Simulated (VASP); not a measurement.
# MgO (F-43m) in VASP: notebook

MgO is run at these levels: PBEsol; tasks: single point.

All numbers are computed with VASP 6.6.1; they aren't measurements. Logs are shortened: lines on timing, memory, paths and dates and some standing lists are left out, and cuts for length are marked.

**1. The cell of the first run**

The structure is cubic, space group F-43m (No. 216). The conventional cell has a = 4.550 Å, b = 4.550 Å, c = 4.550 Å, α = 90.00°, β = 90.00°, γ = 90.00°. Within 2.6 Å of Mg (site symmetry -43m) lie 4 O at 1.97 Å. O (site symmetry -43m) has 4 Mg at 1.97 Å within 2.6 Å.

**2. Single point, PBEsol**

INCAR

```
ALGO     = Normal         # electronic algorithm
EDIFF    = 1E-6           # SCF threshold, eV
ENCUT    = 520            # plane-wave cutoff, eV
GGA      = PS             # functional
ISIF     = 2              # what is computed and relaxed
ISMEAR   = -1             # smearing method
LASPH    = T              # aspherical terms in the spheres
LCHARG   = F              # write CHGCAR
LREAL    = F              # projectors in reciprocal space
LWAVE    = F              # write WAVECAR
NBANDS   = 11             # bands
NELM     = 80             # most SCF steps
PREC     = Accurate       # precision mode
SIGMA    = 0.05           # smearing width, eV
```

KPOINTS

```
k-points
0
Gamma
  10 10 10
```

POSCAR

```
MgO
1.0
    0.0000000000      2.2749918549      2.2749918549
    2.2749918549      0.0000000000      2.2749918549
    2.2749918549      2.2749918549      0.0000000000
Mg O
1 1
Direct
    0.5000000000      0.5000000000      0.5000000000
    0.7500000000      0.7500000000      0.7500000000
```

Potentials or basis: VASP PAW PBE potentials, release 64 (Mg, O).

Launch:

```sh
$ cat potpaw_PBE.64/Mg/POTCAR potpaw_PBE.64/O/POTCAR > POTCAR
$ mpirun -np 1 vasp_std > vasp.out
```

OUTCAR:

```text
EDIFF = 1E-6
   ENCUT = 520
   GGA = PS
   ISIF = 2
   ISMEAR = -1
   LASPH = T
   LREAL = F
   NELM = 80
   PREC = Accurate

 ion  position               nearest neighbor table
   1  0.500  0.500  0.500-   2 1.97   2 1.97   2 1.97   2 1.97
   2  0.750  0.750  0.750-   1 1.97   1 1.97   1 1.97   1 1.97

  LATTYP: Found a face centered cubic cell.
 ALAT       =     4.5499837098

  Lattice vectors:

 A1 = (   0.0000000000,   2.2749918549,   2.2749918549)
 A2 = (   2.2749918549,   0.0000000000,   2.2749918549)
 A3 = (   2.2749918549,   2.2749918549,   0.0000000000)

Analysis of symmetry for initial positions (statically):
=====================================================================
 Subroutine PRICEL returns:
 Original cell was already a primitive cell.

 Routine SETGRP: Setting up the symmetry group for a
 face centered cubic supercell.

 Subroutine GETGRP returns: Found 24 space group operations
 (whereof 24 operations were pure point group operations)
 out of a pool of 48 trial point group operations.

The static configuration has the point symmetry T_d .

Analysis of symmetry for dynamics (positions and initial velocities):
=====================================================================
 Subroutine PRICEL returns:
 Original cell was already a primitive cell.

 Routine SETGRP: Setting up the symmetry group for a
 face centered cubic supercell.

 Subroutine GETGRP returns: Found 24 space group operations
 (whereof 24 operations were pure point group operations)
 out of a pool of 48 trial point group operations.

The dynamic configuration has the point symmetry T_d .

 Subroutine INISYM returns: Found 24 space group operations
 (whereof 24 operations are pure point group operations),
 and found     1 'primitive' translations

----------------------------------------------------------------------------------------

                                     Primitive cell

  volume of cell :      23.5488

  direct lattice vectors                    reciprocal lattice vectors
     0.000000000  2.274991855  2.274991855    -0.219781007  0.219781007  0.219781007
     2.274991855  0.000000000  2.274991855     0.219781007 -0.219781007  0.219781007
     2.274991855  2.274991855  0.000000000     0.219781007  0.219781007 -0.219781007

  length of vectors
     3.217324335  3.217324335  3.217324335     0.380671870  0.380671870  0.380671870

  position of ions in fractional coordinates (direct lattice)
     0.500000000  0.500000000  0.500000000
     0.750000000  0.750000000  0.750000000

  ion indices of the primitive-cell ions
   primitive index   ion index
                 1           1
                 2           2

----------------------------------------------------------------------------------------

 KPOINTS: k-points

Automatic generation of k-mesh.
 Grid dimensions read from file:
 generate k-points for:   10   10   10

 Generating k-lattice:

  Cartesian coordinates                     Fractional coordinates (reciprocal lattice)
    -0.021978101  0.021978101  0.021978101     0.100000000  0.000000000  0.000000000
     0.021978101 -0.021978101  0.021978101     0.000000000  0.100000000  0.000000000
     0.021978101  0.021978101 -0.021978101     0.000000000  0.000000000  0.100000000

  Length of vectors
     0.038067187  0.038067187  0.038067187

  Shift w.r.t. Gamma in fractional coordinates (k-lattice)
     0.000000000  0.000000000  0.000000000

 Subroutine IBZKPT returns following result:
 ===========================================

 Found     47 irreducible k-points:

 Following reciprocal coordinates:
            Coordinates               Weight
  0.000000  0.000000  0.000000      1.000000
  0.100000  0.000000  0.000000      8.000000
  0.200000  0.000000  0.000000      8.000000
  0.300000  0.000000  0.000000      8.000000
  0.400000  0.000000  0.000000      8.000000
  0.500000  0.000000  0.000000      4.000000
[... 16 lines left out ...]
  0.300000  0.300000  0.000000      6.000000
  0.400000  0.300000  0.000000     24.000000
 [... further k-points ...]
   k-points           NKPTS =     47   k-points in BZ     NKDIM =     47   number of bands    NBANDS=     11
   number of dos      NEDOS =    301   number of ions     NIONS =      2
   total plane-waves  NPLWV =  13824
   dimension x,y,z NGX =    24 NGY =   24 NGZ =   24
   dimension x,y,z NGXF=    48 NGYF=   48 NGZF=   48
   ions per type =               1   1
   NGX,Y,Z   is equivalent  to a cutoff of  12.40, 12.40, 12.40 a.u.
   NGXF,Y,Z  is equivalent  to a cutoff of  24.80, 24.80, 24.80 a.u.
 SYSTEM =  unknown system
   PREC   = accura    normal or accurate (medium, high low for compatibility)
   ISTART =      0    job   : 0-new  1-cont  2-samecut
   ICHARG =      2    charge: 1-file 2-atom 10-const
   ISPIN  =      1    spin polarized calculation?
   LNONCOLLINEAR =      F non collinear calculations
   LSORBIT =      F    spin-orbit coupling
   LASPH  =      T    aspherical Exc in radial PAW
   ENCUT  =  520.0 eV  38.22 Ry    6.18 a.u.   5.98  5.98  5.98*2*pi/ulx,y,z
   NELM   =     80;   NELMIN=  2; NELMDL= -5     # of ELM steps
   EDIFF  = 0.1E-05   stopping-criterion for ELM
   LREAL  =      F    real-space projection
   EDIFFG = 0.1E-04   stopping-criterion for IOM
   NSW    =      0    number of steps for IOM
   IBRION =     -1    ionic relax: 0-MD 1-quasi-New 2-CG
   NFREE  =      0    steps in history (QN), initial steepest desc. (CG)
   ISIF   =      2    stress and relaxation
   ISYM   =      2    0-nonsym 1-usesym 2-fastsym
   POTIM  = 0.5000    time-step for ionic-motion
   TEBEG  =    0.0;   TEEND  =   0.0 temperature during run
   PSTRESS=    0.0 pullay stress
   NELECT =       8.0000    total number of electrons
   NUPDOWN=      -1.0000    fix difference up-down
   EMIN   =  10.00;   EMAX   =-10.00  energy-range for DOS
   EFERMI =   0.00;   METHOD = LEGACY
   ISMEAR =    -1;   SIGMA  =   0.05  broadening in eV -4-tet -1-fermi 0-gaus
   EFERMI_NEDOS =   21; number of points for ismear=-14 and -15
   IALGO  =     38    algorithm
   IMIX   =      4    mixing-type and parameters
     AMIX     =   0.40;   BMIX     =  1.00
     AMIX_MAG =   1.60;   BMIX_MAG =  1.00
  volume/ion in A,a.u.               =      11.77        79.46
  Fermi-wavevector in a.u.,A,eV,Ry     =   1.142304  2.158641 17.753673  1.304858
  Thomas-Fermi vector in A             =   2.279002
   LORBIT       =      0    0 simple, 1 ext, 2 COOP (PROOUT), +10 PAW based schemes
   GGA     = PS    functional components
   LHFCALC =     F    Hartree Fock is set to
   AEXX    =    0.0000 exact exchange contribution
   IVDW    =     0    specifies the selected vdW correction
   LEPSILON=     F    determine dielectric tensor
   LRPA    =     F    only Hartree local field effects (RPA)
 non-spin polarized calculation
  energy-cutoff  :      520.00
  volume of cell :       23.55
 maximum number of plane-waves:       644
   NGX = 11   NGY = 11   NGZ = 11

 number of electron       8.0000007 magnetization

 Free energy of the ion-electron system (eV)
  ---------------------------------------------------
  ext. energy  EPLUGINS =         0.00000000
  ---------------------------------------------------
  free energy    TOTEN  =       -12.20272532 eV

  energy without entropy =      -12.20272532  energy(sigma->0) =      -12.20272532

 E-fermi :   1.9062     XC(G=0):  -9.9958

 val. band max:        0.7078927062   @ k =   0.0000   0.0000   0.0000
 cond. band min:       4.2890831302   @ k =   0.0000   0.0000   0.0000
 fundamental gap:      3.5811904240
 Fermi energy:         1.9061623447

 k-point     1 :       0.0000    0.0000    0.0000
  band No.  band energies     occupation
      1     -15.1403      2.00000
      2       0.7079      2.00000
      3       0.7079      2.00000
      4       0.7079      2.00000
      5       4.2891      0.00000
      6      17.5118      0.00000
      7      17.5118      0.00000
      8      17.5118      0.00000
      9      21.0115      0.00000
     10      21.0117      0.00000
     11      21.0804      0.00000

 k-point     2 :       0.1000    0.0000    0.0000
  band No.  band energies     occupation
      1     -15.0787      2.00000
      2       0.2191      2.00000
      3       0.6895      2.00000
      4       0.6895      2.00000
      5       4.8569      0.00000
      6      16.5970      0.00000
      7      17.4938      0.00000
      8      17.4938      0.00000
      9      19.5994      0.00000
     10      19.5994      0.00000
     11      20.5365      0.00000

 k-point     3 :       0.2000    0.0000    0.0000
  band No.  band energies     occupation
      1     -14.9122      2.00000
      2      -0.7165      2.00000
      3       0.6422      2.00000
      4       0.6422      2.00000
      5       6.0263      0.00000
      6      14.7970      0.00000
      7      16.9232      0.00000
      8      16.9232      0.00000
      9      19.5058      0.00000
     10      19.5058      0.00000
     11      20.0459      0.00000

 k-point     4 :       0.3000    0.0000    0.0000
  band No.  band energies     occupation
      1     -14.6964      2.00000
      2      -1.5903      2.00000
      3       0.5850      2.00000
      4       0.5850      2.00000
      5       7.2992      0.00000
      6      12.9823      0.00000
      7      16.0657      0.00000
      8      16.0657      0.00000
      9      19.9486      0.00000
     10      20.4932      0.00000
     11      20.4932      0.00000

 k-point     5 :       0.4000    0.0000    0.0000
  band No.  band energies     occupation
      1     -14.5130      2.00000
      2      -2.1905      2.00000
      3       0.5398      2.00000
      4       0.5398      2.00000
      5       8.5281      0.00000
      6      11.3923      0.00000
      7      15.4768      0.00000
      8      15.4768      0.00000
      9      20.1759      0.00000
     10      21.7821      0.00000
     11      21.7821      0.00000
[... 211 lines left out ...]
 k-point    21 :      -0.3000    0.2000    0.0000
  band No.  band energies     occupation
      1     -14.4557      2.00000
      2      -1.7615      2.00000
      3      -0.2675      2.00000
      4       0.5157      2.00000
      5       8.7137      0.00000
      6      11.6709      0.00000
      7      14.1733      0.00000
      8      15.8926      0.00000
      9      20.4717      0.00000
     10      21.3901      0.00000
     11      23.6184      0.00000

 k-point    22 :      -0.2000    0.2000    0.0000
  band No.  band energies     occupation
      1     -14.6259      2.00000
      2      -1.4411      2.00000
      3      -0.0012      2.00000
      4       0.6198      2.00000
      5       7.7160      0.00000
      6      13.0615      0.00000
      7      14.4534      0.00000
      8      16.2362      0.00000
      9      19.2774      0.00000
     10      21.4639      0.00000
     11      23.3676      0.00000

 k-point    23 :       0.3000    0.3000    0.0000
  band No.  band energies     occupation
      1     -14.5589      2.00000
      2      -1.3760      2.00000
      3       0.2012      2.00000
      4       0.2012      2.00000
      5       7.2418      0.00000
      6      12.6676      0.00000
      7      14.9966      0.00000
      8      17.1610      0.00000
      9      17.1610      0.00000
     10      23.5650      0.00000
     11      23.9762      0.00000

 k-point    24 :       0.4000    0.3000    0.0000
  band No.  band energies     occupation
      1     -14.4186      2.00000
      2      -1.6169      2.00000
      3       0.0002      2.00000
      4       0.1283      2.00000
      5       7.4728      0.00000
      6      12.2572      0.00000
      7      14.6217      0.00000
      8      17.0448      0.00000
      9      17.4632      0.00000
     10      23.9781      0.00000
     11      24.2901      0.00000

 [... further k-points ...]
[... 5 lines left out ...]
  --------------------------------------------------------------------------------------
  -------------------------------------------------------------------------------------
  Total        0.2641862      0.2641862      0.2641862      0.0000000     -0.0000000      0.0000000
  in kB       17.9742669     17.9742669     17.9742669      0.0000000     -0.0000000      0.0000000
  external PRESSURE =      17.9742669 kB  Pullay stress =       0.0000000 kB

 VOLUME and BASIS-vectors are now :
 -----------------------------------------------------------------------------
  energy-cutoff  :      520.00
  volume of cell :       23.55
      direct lattice vectors                 reciprocal lattice vectors
     0.000000000  2.274991855  2.274991855    -0.219781007  0.219781007  0.219781007
     2.274991855  0.000000000  2.274991855     0.219781007 -0.219781007  0.219781007
     2.274991855  2.274991855  0.000000000     0.219781007  0.219781007 -0.219781007

 POSITION                                       TOTAL-FORCE (eV/Angst)
 -----------------------------------------------------------------------------------
      2.27499      2.27499      2.27499         0.000000     -0.000000      0.000000
      3.41249      3.41249      3.41249        -0.000000      0.000000     -0.000000
 -----------------------------------------------------------------------------------
    total drift:                               -0.000000     -0.000000     -0.000000

  FREE ENERGIE OF THE ION-ELECTRON SYSTEM (eV)
  ---------------------------------------------------
  free  energy   TOTEN  =       -12.2027253207 eV

  energy  without entropy=      -12.2027253207  energy(sigma->0) =      -12.20272532
```

It took 15 s on 1 thread of Intel Xeon 8259CL, shared host; peak memory 0.14 GiB.

What came out:

```yaml
Free_energy: -12.2027 eV
Pressure: 1.8 GPa
Band_gap_on_the_k_mesh: 3.58 eV, direct
```

Caveat: the PAW data sets were made with another functional, which shifts forces and pressure a little.

**3. Single point, PBEsol**

This run uses another cell than the first one, of 12.02 Å³/atom, 1.021 times its volume.

INCAR

```
ALGO = Normal ; EDIFF = 1E-6
ENCUT = 520 ; GGA = PS
ISIF = 2 ; ISMEAR = -1
LASPH = True ; LCHARG = False
LREAL = False ; LWAVE = False
NBANDS = 11 ; NELM = 60
PREC = Accurate ; SIGMA = 0.05
```

KPOINTS is that of step 2.

POSCAR

```
MgO
1.0
    0.0000000000      2.2906819497      2.2906819497
    2.2906819497      0.0000000000      2.2906819497
    2.2906819497      2.2906819497      0.0000000000
Mg O
1 1
Direct
    0.5000000000      0.5000000000      0.5000000000
    0.7500000000      0.7500000000      0.7500000000
```

Potentials or basis: VASP PAW PBE potentials, release 64 (Mg, O).

Launch:

```sh
$ cat potpaw_PBE.64/Mg/POTCAR potpaw_PBE.64/O/POTCAR > POTCAR
$ mpirun -np 1 vasp_std > vasp.out
```

OUTCAR:

```text
EDIFF = 1E-6
   ENCUT = 520
   GGA = PS
   ISIF = 2
   ISMEAR = -1
   LASPH = True
   LREAL = False
   NELM = 60
   PREC = Accurate

 ion  position               nearest neighbor table
   1  0.500  0.500  0.500-   2 1.98   2 1.98   2 1.98   2 1.98
   2  0.750  0.750  0.750-   1 1.98   1 1.98   1 1.98   1 1.98

  LATTYP: Found a face centered cubic cell.
 ALAT       =     4.5813638994

  Lattice vectors:

 A1 = (   0.0000000000,   2.2906819497,   2.2906819497)
 A2 = (   2.2906819497,   0.0000000000,   2.2906819497)
 A3 = (   2.2906819497,   2.2906819497,   0.0000000000)

Analysis of symmetry for initial positions (statically):
=====================================================================
 Subroutine PRICEL returns:
 Original cell was already a primitive cell.

 Routine SETGRP: Setting up the symmetry group for a
 face centered cubic supercell.

 Subroutine GETGRP returns: Found 24 space group operations
 (whereof 24 operations were pure point group operations)
 out of a pool of 48 trial point group operations.

The static configuration has the point symmetry T_d .

Analysis of symmetry for dynamics (positions and initial velocities):
[... 161 lines left out ...]
 cond. band min:       4.0677481711   @ k =   0.0000   0.0000   0.0000
 fundamental gap:      3.4657622995
 Fermi energy:         1.7177598605

 k-point     1 :       0.0000    0.0000    0.0000
  band No.  band energies     occupation
      1     -15.1866      2.00000
      2       0.6020      2.00000
      3       0.6020      2.00000
      4       0.6020      2.00000
      5       4.0677      0.00000
      6      17.1814      0.00000
      7      17.1814      0.00000
      8      17.1814      0.00000
      9      20.7113      0.00000
     10      20.7122      0.00000
     11      20.7417      0.00000
[... 309 lines left out ...]
 k-point    24 :       0.4000    0.3000    0.0000
  band No.  band energies     occupation
      1     -14.4953      2.00000
      2      -1.6840      2.00000
      3      -0.0963      2.00000
      4       0.0292      2.00000
      5       7.2806      0.00000
      6      12.0394      0.00000
      7      14.2575      0.00000
      8      16.7089      0.00000
      9      17.1134      0.00000
     10      23.5089      0.00000
     11      23.9265      0.00000

 [... further k-points ...]
[... 5 lines left out ...]
  --------------------------------------------------------------------------------------
  -------------------------------------------------------------------------------------
  Total       -0.1153064     -0.1153064     -0.1153064      0.0000000      0.0000000     -0.0000000
  in kB       -7.6849232     -7.6849232     -7.6849232      0.0000000      0.0000000     -0.0000000
  external PRESSURE =      -7.6849232 kB  Pullay stress =       0.0000000 kB

 VOLUME and BASIS-vectors are now :
 -----------------------------------------------------------------------------
  energy-cutoff  :      520.00
  volume of cell :       24.04
      direct lattice vectors                 reciprocal lattice vectors
     0.000000000  2.290681950  2.290681950    -0.218275610  0.218275610  0.218275610
     2.290681950  0.000000000  2.290681950     0.218275610 -0.218275610  0.218275610
     2.290681950  2.290681950  0.000000000     0.218275610  0.218275610 -0.218275610

 POSITION                                       TOTAL-FORCE (eV/Angst)
 -----------------------------------------------------------------------------------
      2.29068      2.29068      2.29068        -0.000000      0.000000     -0.000000
      3.43602      3.43602      3.43602         0.000000     -0.000000      0.000000
 -----------------------------------------------------------------------------------
    total drift:                                0.000000      0.000000      0.000000

  FREE ENERGIE OF THE ION-ELECTRON SYSTEM (eV)
  ---------------------------------------------------
  free  energy   TOTEN  =       -12.2047222975 eV

  energy  without entropy=      -12.2047222975  energy(sigma->0) =      -12.20472230
```

stdout:

```text
POSCAR found type information on POSCAR MgO
 POSCAR found :  2 types and       2 ions
 scaLAPACK will be used
 -----------------------------------------------------------------------------
|                                                                             |
|                                                                             |
|     You enforced a specific xc type in the INCAR file but a different       |
|     I HOPE YOU KNOW WHAT YOU ARE DOING!                                     |
|                                                                             |
 -----------------------------------------------------------------------------

 LDA part: xc-table for (Slater+PW92), standard interpolation
 POSCAR, INCAR and KPOINTS ok, starting setup
 FFT: planning ... GRIDC
 FFT: planning ... GRID_SOFT
 FFT: planning ... GRID
 WAVECAR not read
 entering main loop
```

It took 16 s on 1 thread of Intel Xeon 8259CL, shared host; peak memory 0.14 GiB.

What came out:

| Property | Result |
| --- | --- |
| Free energy | -12.2047 eV |
| Pressure | -0.8 GPa |
| Band gap on the k mesh | 3.47 eV, direct |

Caveat: the PAW data sets were made with another functional, which shifts forces and pressure a little.
